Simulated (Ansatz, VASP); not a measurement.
**C in VASP and in Ansatz**

Contents of INCAR:

```
  PREC = Accurate
  ENCUT = 520
  EDIFF = 1E-6
  ISMEAR = 0
  SIGMA = 0.03
  LREAL = F
  LASPH = T
  NELM = 100
  ALGO = Normal
  ISIF = 2
  LWAVE = F
  LCHARG = F
  NBANDS = 11
```

File KPOINTS:

```
regular mesh
0
Gamma
  16 16 16
```

The input POSCAR:

```
C
1.0
    0.0000000000      2.1484005097      3.3597491838
    1.2411264372      0.0000000000      3.3597491838
    1.2411264372      2.1484005097      0.0000000000
C
2
Direct
    0.1667065656      0.8332934344      0.1667065656
    0.8332934344      0.1667065656      0.8332934344
```

Input for Ansatz:

```yaml
crystal:
  lattice:
    - [0.0, 2.1484005097, 3.3597491838]
    - [1.2411264372, 0.0, 3.3597491838]
    - [1.2411264372, 2.1484005097, 0.0]
  atoms:
    - { symbol: C, position: [0.1667065656, 0.8332934344, 0.1667065656] }
    - { symbol: C, position: [0.8332934344, 0.1667065656, 0.8332934344] }
basis:
  ecutwfc: 420
kpoints:
  mp_grid: { grid: [16, 16, 16] }
hamiltonian:
  xc: lda
scf:
  occupations: { method: gaussian, width: 0.03 }
output:
  forces: true
  stress: true
  eigenvalues: true
  write_density: true
  write_potential: true
  elf: true
  volumetric_format: npy
```

Change from the starting cell: strain +0.015 along x and y, +0.000 along z, atoms carried along.

Alike in both runs: task single point; functional LDA; k mesh 16 × 16 × 16; occupations gaussian, width 0.03 eV; no spin polarisation.

|  | VASP | Ansatz |
| --- | --- | --- |
| version | VASP 6.6.1 | Ansatz 0.2.0 |
| potentials or method | VASP PAW LDA potentials, release 64 (C), cutoff 520 eV | scalar-relativistic, plane waves, PAW |
| valence electrons in the cell | 8 | 8 |

VASP gave:

| Quantity | Value |
| --- | --- |
| gap on the k mesh at the Fermi level (eV) | 0.16 |
| least direct gap on the mesh (eV) | 0.19 |
| pressure (GPa) | -11.2 |
| traceless stress, the component that is largest in VASP (GPa) | 11.34 |
| rms of the force components (eV/Å) | 0.015 |

Task: Which values does Ansatz return?

Result: gap on the k mesh at the Fermi level (eV): 0.16; least direct gap on the mesh (eV): 0.19; pressure (GPa): -12.0; traceless stress, the component that is largest in VASP (GPa): 12.23; rms of the force components (eV/Å): 0.015.

LDA's correlation is that of Perdew and Zunger in VASP and of Perdew and Wang (1992) in Ansatz. Atom by atom the forces differ by 0.000 eV/Å (rms over components).
